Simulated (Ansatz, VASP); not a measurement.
In7O: VASP beside Ansatz

The input INCAR:

```
PREC = Accurate ; ENCUT = 600
EDIFF = 1E-7 ; ISMEAR = 0
SIGMA = 0.1 ; LREAL = False
LASPH = True ; NELM = 120
ALGO = Normal ; ISIF = 3
LWAVE = False ; LCHARG = False
GGA = PE ; IBRION = 2
NSW = 100 ; EDIFFG = -0.01
GGA_COMPAT = False ; NELMIN = 4
```

File KPOINTS:

```
regular mesh
0
Gamma
  6 6 6
```

POSCAR

```
In7O
1.0
    0.0000000000      4.8602751816      4.8602751816
    4.8602751816      0.0000000000      4.8602751816
    4.8602751816      4.8602751816      0.0000000000
In O
7 1
Direct
    0.2528457122      0.7471542878      0.7471542878
    0.7471542878      0.2528457122      0.2528457122
    0.7471542878      0.7471542878      0.2528457122
    0.2528457122      0.2528457122      0.7471542878
    0.2528457122      0.7471542878      0.2528457122
    0.7471542878      0.2528457122      0.7471542878
    0.7500000000      0.7500000000      0.7500000000
    0.0000000000      0.0000000000      0.0000000000
```

Input for Ansatz:

```yaml
crystal:
  lattice:
    - [0.0, 4.8602751816, 4.8602751816]
    - [4.8602751816, 0.0, 4.8602751816]
    - [4.8602751816, 4.8602751816, 0.0]
  atoms:
    - { symbol: In, position: [0.2528457122, 0.7471542878, 0.7471542878] }
    - { symbol: In, position: [0.7471542878, 0.2528457122, 0.2528457122] }
    - { symbol: In, position: [0.7471542878, 0.7471542878, 0.2528457122] }
    - { symbol: In, position: [0.2528457122, 0.2528457122, 0.7471542878] }
    - { symbol: In, position: [0.2528457122, 0.7471542878, 0.2528457122] }
    - { symbol: In, position: [0.7471542878, 0.2528457122, 0.7471542878] }
    - { symbol: In, position: [0.75, 0.75, 0.75] }
    - { symbol: O, position: [0.0, 0.0, 0.0] }
basis:
  ecutwfc: 420
kpoints:
  mp_grid: { grid: [6, 6, 6] }
hamiltonian:
  xc: pbe
scf:
  occupations: { method: gaussian, width: 0.1 }
output:
  forces: true
  stress: true
  eigenvalues: true
relax:
  adjacent_minimum: "off"
  f_tol: 0.01
  max_steps: 80
  cell: { stress_tol: 0.05 }
```

Alike in both runs: task relaxation of cell and atoms; functional PBE; k mesh 6 × 6 × 6; occupations gaussian, width 0.1 eV; no spin polarisation.

|  | VASP | Ansatz |
| --- | --- | --- |
| version | VASP 6.6.1 | Ansatz 0.2.0 |
| potentials or method | VASP PAW PBE potentials, release 64 (In_d, O), cutoff 600 eV | scalar-relativistic, plane waves, PAW |
| valence electrons in the cell | 97 | 97 |

|  | VASP | Ansatz | Ansatz less VASP |
| --- | --- | --- | --- |
| gap on the k mesh at the Fermi level, each at its own relaxed structure (eV) | none | none | - |
| relaxed volume (Å³/atom) | 28.06 | 28.06 | -0.007 |
| relaxed length of the cell vector where the two differ most in proportion (Å) | 6.822 | 6.821 | -0.0005 |

A gap of «none» marks a metal or a gap that the smearing closes.
